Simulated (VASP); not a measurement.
# SnO (P6_3mc) in VASP: notebook, part 2 of 2

VASP 6.6.1. Earlier steps stand in the parts before.

## 4. Single point, PBE (volume changed by +6%)

INCAR

```
SYSTEM = SnO
PREC     = Accurate       ! precision mode
ENCUT    = 520            ! plane-wave cutoff, eV
EDIFF    = 1E-6           ! SCF threshold, eV
ISMEAR   = 0              ! smearing method
SIGMA    = 0.01           ! smearing width, eV
LREAL    = .False.        ! projectors in reciprocal space
LASPH    = .True.         ! aspherical terms in the spheres
NELM     = 80             ! most SCF steps
ALGO     = Normal         ! electronic algorithm
ISIF     = 2              ! what is computed and relaxed
LWAVE    = .False.        ! write WAVECAR
LCHARG   = .False.        ! write CHGCAR
GGA      = PE             ! functional
NBANDS   = 28             ! bands
```

KPOINTS

```
Automatic mesh
0
Gamma
  9 9 2
  0 0 0
```

POSCAR

```
SnO
1.0
    3.4271831594      0.0000000000      0.0000000000
   -1.7135915797      2.9680276795      0.0000000000
    0.0000000000      0.0000000000      9.3719068297
Sn O
2 2
Direct
    0.3333333333      0.6666666667     -0.0059446236
    0.6666666667      0.3333333333      0.4940553764
    0.3333333333      0.6666666667      0.3809446236
    0.6666666667      0.3333333333      0.8809446236
```

Potentials or basis: VASP PAW PBE potentials, release 64 (Sn_d, O).

Launch:

```bash
$ cat potpaw_PBE.64/Sn_d/POTCAR potpaw_PBE.64/O/POTCAR > POTCAR
$ mpirun -np 1 vasp_std > vasp.out
```

OUTCAR:

```text
SYSTEM = SnO
   PREC = Accurate
   ENCUT = 520
   EDIFF = 1E-6
   ISMEAR = 0
   LREAL = .False.
   LASPH = .True.
   NELM = 80
   ISIF = 2
   GGA = PE

 ion  position               nearest neighbor table
   1  0.333  0.667  0.994-   4 2.24   4 2.24   4 2.24
   2  0.667  0.333  0.494-   3 2.24   3 2.24   3 2.24
   3  0.333  0.667  0.381-   2 2.24   2 2.24   2 2.24
   4  0.667  0.333  0.881-   1 2.24   1 2.24   1 2.24

  LATTYP: Found a hexagonal cell.
 ALAT       =     3.4271831594
 C/A-ratio  =     2.7345800892

  Lattice vectors:

 A1 = (   3.4271831594,   0.0000000000,   0.0000000000)
 A2 = (  -1.7135915797,   2.9680276795,   0.0000000000)
 A3 = (   0.0000000000,   0.0000000000,   9.3719068297)

Analysis of symmetry for initial positions (statically):
=====================================================================
 Subroutine PRICEL returns:
 Original cell was already a primitive cell.

 Routine SETGRP: Setting up the symmetry group for a
 hexagonal supercell.

 Subroutine GETGRP returns: Found 12 space group operations
 (whereof  6 operations were pure point group operations)
 out of a pool of 24 trial point group operations.

The static configuration has the point symmetry C_3v.
 The point group associated with its full space group is C_6v.

Analysis of symmetry for dynamics (positions and initial velocities):
=====================================================================
 Subroutine PRICEL returns:
 Original cell was already a primitive cell.

 Routine SETGRP: Setting up the symmetry group for a
 hexagonal supercell.

 Subroutine GETGRP returns: Found 12 space group operations
 (whereof  6 operations were pure point group operations)
 out of a pool of 24 trial point group operations.

The dynamic configuration has the point symmetry C_3v.
 The point group associated with its full space group is C_6v.

 Subroutine INISYM returns: Found 12 space group operations
 (whereof  6 operations are pure point group operations),
[... 118 lines left out ...]
     AMIX     =   0.40;   BMIX     =  1.00
     AMIX_MAG =   1.60;   BMIX_MAG =  1.00
  volume/ion in A,a.u.               =      23.83       160.83
  Fermi-wavevector in a.u.,A,eV,Ry     =   1.225605  2.316057 20.437405  1.502107
  Thomas-Fermi vector in A             =   2.360636
   LORBIT       =      0    0 simple, 1 ext, 2 COOP (PROOUT), +10 PAW based schemes
   GGA     = PE    functional components
   LHFCALC =     F    Hartree Fock is set to
   AEXX    =    0.0000 exact exchange contribution
   IVDW    =     0    specifies the selected vdW correction
   LEPSILON=     F    determine dielectric tensor
   LRPA    =     F    only Hartree local field effects (RPA)
 non-spin polarized calculation
 Gauss-broadening in eV      SIGMA  =   0.01
  energy-cutoff  :      520.00
  volume of cell :       95.33
 maximum number of plane-waves:      2589
 NGX is ok and might be reduce to    28
   NGX = 13   NGY = 13   NGZ = 35

 number of electron      40.0000012 magnetization

 Free energy of the ion-electron system (eV)
  ---------------------------------------------------
  ext. energy  EPLUGINS =         0.00000000
  ---------------------------------------------------
  free energy    TOTEN  =       -21.42350857 eV

  energy without entropy =      -21.42350857  energy(sigma->0) =      -21.42350857

 E-fermi :   3.0212     XC(G=0):  -8.5515

 val. band max:        2.8932386229   @ k =   0.3333   0.2222   0.0000
 cond. band min:       4.4088284701   @ k =   0.0000   0.0000   0.0000
 fundamental gap:      1.5155898472
 Fermi energy:         3.0211913443

 k-point     1 :       0.0000    0.0000    0.0000
  band No.  band energies     occupation
      1     -17.7648      2.00000
      2     -17.7648      2.00000
      3     -17.7647      2.00000
      4     -17.7647      2.00000
      5     -17.7529      2.00000
      6     -17.7516      2.00000
[... 733 lines left out ...]
     27      11.9959      0.00000
     28      11.9959      0.00000

------------------------ aborting loop because EDIFF is reached ----------------------------------------

  FORCE on cell =-STRESS in cart. coord.  units (eV):
  Direction    XX          YY          ZZ          XY          YZ          ZX
  --------------------------------------------------------------------------------------
  -------------------------------------------------------------------------------------
  Total       -1.9359526     -1.9359526     -1.2590887     -0.0000000      0.0000000     -0.0000000
  in kB      -32.5365930    -32.5365930    -21.1608784     -0.0000000      0.0000000     -0.0000000
  external PRESSURE =     -28.7446882 kB  Pullay stress =       0.0000000 kB

 VOLUME and BASIS-vectors are now :
 -----------------------------------------------------------------------------
  energy-cutoff  :      520.00
  volume of cell :       95.33
      direct lattice vectors                 reciprocal lattice vectors
     3.427183159  0.000000000  0.000000000     0.291784814  0.168462041  0.000000000
    -1.713591580  2.968027680  0.000000000     0.000000000  0.336924082  0.000000000
     0.000000000  0.000000000  9.371906830     0.000000000  0.000000000  0.106701872

 POSITION                                       TOTAL-FORCE (eV/Angst)
 -----------------------------------------------------------------------------------
     -0.00000      1.97869      9.31619         0.000000     -0.000000     -0.436269
      1.71359      0.98934      4.63024        -0.000000      0.000000     -0.436269
     -0.00000      1.97869      3.57018         0.000000     -0.000000      0.436269
      1.71359      0.98934      8.25613        -0.000000      0.000000      0.436269
 -----------------------------------------------------------------------------------
    total drift:                               -0.000000     -0.000000      0.001994

  FREE ENERGIE OF THE ION-ELECTRON SYSTEM (eV)
  ---------------------------------------------------
  free  energy   TOTEN  =       -21.4235085660 eV

  energy  without entropy=      -21.4235085660  energy(sigma->0) =      -21.42350857
```

OSZICAR:

```text
N       E                     dE             d eps       ncg     rms          rms(c)
DAV:   1     0.427040559221E+03    0.42704E+03   -0.20216E+04  1392   0.197E+03
DAV:   2     0.448155596783E+02   -0.38222E+03   -0.36587E+03  1424   0.518E+02
DAV:   3    -0.220652420940E+02   -0.66881E+02   -0.65713E+02  1532   0.185E+02
DAV:   4    -0.255475803974E+02   -0.34823E+01   -0.34640E+01  1532   0.464E+01
DAV:   5    -0.256342677039E+02   -0.86687E-01   -0.86676E-01  1476   0.782E+00    0.121E+01
DAV:   6    -0.217959931092E+02    0.38383E+01   -0.21650E+01  2044   0.533E+01    0.696E+00
DAV:   7    -0.214548830578E+02    0.34111E+00   -0.33903E+00  1496   0.109E+01    0.270E+00
DAV:   8    -0.214288850847E+02    0.25998E-01   -0.43638E-01  1492   0.397E+00    0.990E-01
DAV:   9    -0.214219876483E+02    0.68974E-02   -0.41702E-02  1980   0.179E+00    0.342E-01
DAV:  10    -0.214247200154E+02   -0.27324E-02   -0.14923E-02  1672   0.103E+00    0.272E-01
DAV:  11    -0.214234498670E+02    0.12701E-02   -0.63733E-03  1980   0.621E-01    0.400E-02
DAV:  12    -0.214234911172E+02   -0.41250E-04   -0.65393E-04  1420   0.182E-01    0.206E-02
DAV:  13    -0.214235076456E+02   -0.16528E-04   -0.55320E-05  1616   0.498E-02    0.693E-03
DAV:  14    -0.214235085660E+02   -0.92044E-06   -0.52385E-06  1468   0.195E-02
   1 F= -.21423509E+02 E0= -.21423509E+02  d E =-.330246E-74
```

stdout:

```text
POSCAR found type information on POSCAR SnO
 POSCAR found :  2 types and       4 ions
 scaLAPACK will be used
 LDA part: xc-table for (Slater+PW92), standard interpolation
 POSCAR, INCAR and KPOINTS ok, starting setup
 FFT: planning ... GRIDC
 FFT: planning ... GRID_SOFT
 FFT: planning ... GRID
 WAVECAR not read
 entering main loop
```

It took 66 s on 1 thread of Intel Xeon 6975P-C (Granite Rapids), shared host; peak memory 0.24 GiB.

Results:

* Free energy: -21.4235 eV
* Pressure: -2.9 GPa
* Largest force: 0.436 eV/Å
* Band gap on the k mesh: 1.52 eV, indirect (least direct gap 1.91 eV)

Forces on the atoms (eV/Å):
```
Sn   0.000  0.000 -0.436
Sn   0.000  0.000 -0.436
O    0.000  0.000  0.436
O    0.000  0.000  0.436
```

Caveat: spin-orbit coupling is left out, which moves the levels of the heavy elements. A k mesh can miss the band edges.

## 5. Single point, r2SCAN (volume changed by -6%)

POSCAR

```
SnO
1.0
    3.2308281248      0.0000000000      0.0000000000
   -1.6154140624      2.7979792313      0.0000000000
    0.0000000000      0.0000000000      9.0282284274
Sn O
2 2
Direct
    0.3333333333      0.6666666667     -0.0066374703
    0.6666666667      0.3333333333      0.4933625297
    0.3333333333      0.6666666667      0.3816374703
    0.6666666667      0.3333333333      0.8816374703
```

INCAR.step1

```
PREC     = Accurate       # precision mode
ENCUT    = 520            # plane-wave cutoff, eV
ISMEAR   = 0              # smearing method
SIGMA    = 0.01           # smearing width, eV
LREAL    = F              # projectors in reciprocal space
LASPH    = T              # aspherical terms in the spheres
NELM     = 80             # most SCF steps
NBANDS   = 28             # bands
GGA      = PE             # functional
ALGO     = Normal         # electronic algorithm
EDIFF    = 1E-4           # SCF threshold, eV
LWAVE    = T              # write WAVECAR
LCHARG   = F              # write CHGCAR
```

INCAR.step2

```
PREC     = Accurate       # precision mode
ENCUT    = 520            # plane-wave cutoff, eV
EDIFF    = 1E-6           # SCF threshold, eV
ISMEAR   = 0              # smearing method
SIGMA    = 0.01           # smearing width, eV
LREAL    = F              # projectors in reciprocal space
LASPH    = T              # aspherical terms in the spheres
NELM     = 80             # most SCF steps
ALGO     = Normal         # electronic algorithm
ISIF     = 2              # what is computed and relaxed
LWAVE    = F              # write WAVECAR
LCHARG   = T              # write CHGCAR
METAGGA  = R2SCAN         # meta-GGA
LMIXTAU  = T            
LELF     = T              # ELF
LVHAR    = T            
NBANDS   = 28             # bands
ISTART   = 1
```

KPOINTS

```
regular mesh
0
Gamma
  9 9 2
```

Launch:

```bash
$ cat potpaw_PBE.64/Sn_d/POTCAR potpaw_PBE.64/O/POTCAR > POTCAR
$ cp INCAR.step1 INCAR
$ mpirun -np 1 vasp_std > vasp.out
$ cp INCAR.step2 INCAR
$ mpirun -np 1 vasp_std > vasp.out
```

It took 2.3 min on 1 thread of Intel Xeon 6975P-C (Granite Rapids), shared host; peak memory 0.22 GiB.

Results (log left out):

```yaml
Free_energy: -65.2540 eV
Pressure: 5.4 GPa
Largest_force: 0.807 eV/Å
Band_gap_on_the_k_mesh: 1.54 eV, indirect (least direct gap 1.89 eV)
```

Forces in eV/Å, atoms in the order of the input:
```
Sn   0.000  0.000  0.807
Sn   0.000  0.000  0.807
O    0.000  0.000 -0.807
O    0.000  0.000 -0.807
```

Stress tensor (GPa, compression positive):
```
6.21 0.00 0.00
0.00 6.21 0.00
0.00 0.00 3.74
```

Levels at points of the mesh, in eV from the valence-band top:
```csv
k point,band 17,band 18,band 19,band 20,band 21,band 22,band 23,band 24
"(0.00, 0.00, 0.00)",-3.30,-3.30,-2.76,-1.40,1.54,3.02,7.97,9.50
"(0.00, 0.00, 0.50)",-3.30,-3.30,-2.12,-2.12,2.29,2.29,9.29,9.29
```

Caveat: the PAW data sets were made with another functional, which shifts forces and pressure a little; spin-orbit coupling is left out, which moves the levels of the heavy elements. A k mesh can miss the band edges.

## 6. Single point, r2SCAN (volume changed by -3%)

POSCAR

```
SnO
1.0
    3.2648393413      0.0000000000      0.0000000000
   -1.6324196706      2.8274338088      0.0000000000
    0.0000000000      0.0000000000      9.1232693951
Sn O
2 2
Direct
    0.3333333333      0.6666666667     -0.0066374703
    0.6666666667      0.3333333333      0.4933625297
    0.3333333333      0.6666666667      0.3816374703
    0.6666666667      0.3333333333      0.8816374703
```

INCAR.step1

```
SYSTEM = SnO
PREC = Accurate ; ENCUT = 520
ISMEAR = 0 ; SIGMA = 0.01
LREAL = .False. ; LASPH = .True.
NELM = 80 ; NBANDS = 28
GGA = PE ; ALGO = Normal
EDIFF = 1E-4 ; LWAVE = .True.
LCHARG = .False.
```

INCAR.step2

```
SYSTEM = SnO
PREC = Accurate ; ENCUT = 520
EDIFF = 1E-6 ; ISMEAR = 0
SIGMA = 0.01 ; LREAL = .False.
LASPH = .True. ; NELM = 80
ALGO = Normal ; ISIF = 2
LWAVE = .False. ; LCHARG = .True.
METAGGA = R2SCAN ; LMIXTAU = .True.
LELF = .True. ; LVHAR = .True.
NBANDS = 28 ; ISTART = 1
```

KPOINTS

```
regular mesh
0
Gamma
  9 9 2
  0 0 0
```

Potentials or basis: VASP PAW PBE potentials, release 64 (Sn_d, O).

Launch:

```bash
$ cat potpaw_PBE.64/Sn_d/POTCAR potpaw_PBE.64/O/POTCAR > POTCAR
$ cp INCAR.step1 INCAR
$ mpirun -np 1 vasp_std > vasp.out
$ cp INCAR.step2 INCAR
$ mpirun -np 1 vasp_std > vasp.out
```

It took 2.3 min on 1 thread of Intel Xeon 6975P-C (Granite Rapids), shared host; peak memory 0.22 GiB.

It converged, with:

```
Free energy            : -65.3217 eV
Pressure               : 2.7 GPa
Largest force          : 0.438 eV/Å
Band gap on the k mesh : 1.60 eV, indirect (least direct gap 1.95 eV)
```

Forces in eV/Å, atoms in the order of the input:
```
Sn   0.000  0.000  0.438
Sn   0.000  0.000  0.438
O    0.000  0.000 -0.438
O    0.000  0.000 -0.438
```

Stress tensor (GPa, compression positive):
```
3.15 0.00 0.00
0.00 3.15 0.00
0.00 0.00 1.88
```

Levels at points of the mesh, in eV from the valence-band top:
```csv
k point,band 18,band 19,band 20,band 21,band 22,band 23
"(0.00, 0.00, 0.00)",-3.08,-2.53,-1.25,1.60,3.04,7.97
"(0.00, 0.00, 0.50)",-3.09,-1.93,-1.93,2.33,2.33,9.27
```

Caveat: the PAW data sets were made with another functional, which shifts forces and pressure a little; spin-orbit coupling is left out, which moves the levels of the heavy elements. A k mesh can miss the band edges.

## 7. The runs side by side

| level | cell | gap on the mesh (eV) | pressure (GPa) | largest force (eV/Å) |
| --- | --- | --- | --- | --- |
| PBE | a = 3.361, b = 3.361, c = 9.192 Å, angles 90.0, 90.0, 120.0°, 4 atoms | 1.46 | 0.2 | 0.06 |
| PBE | a = 3.395, b = 3.395, c = 9.283 Å, angles 90.0, 90.0, 120.0°, 4 atoms | 1.49 | -1.5 | 0.20 |
| PBE | a = 3.427, b = 3.427, c = 9.372 Å, angles 90.0, 90.0, 120.0°, 4 atoms | 1.52 | -2.9 | 0.44 |
| r2SCAN | a = 3.231, b = 3.231, c = 9.028 Å, angles 90.0, 90.0, 120.0°, 4 atoms | 1.54 | 5.4 | 0.81 |
| r2SCAN | a = 3.265, b = 3.265, c = 9.123 Å, angles 90.0, 90.0, 120.0°, 4 atoms | 1.60 | 2.7 | 0.44 |

Alike in all rows: task single point; potentials or basis VASP PAW PBE potentials, release 64 (Sn_d, O); no spin polarisation; k mesh 9 × 9 × 2; cutoff (eV) 520; smearing gaussian 0.01 eV.

Caveats: spin-orbit coupling is left out, which moves the levels of the heavy elements; the PAW data sets were made with another functional, which shifts forces and pressure a little (some runs).

Absolute energies hang on the potentials; compare differences alone.
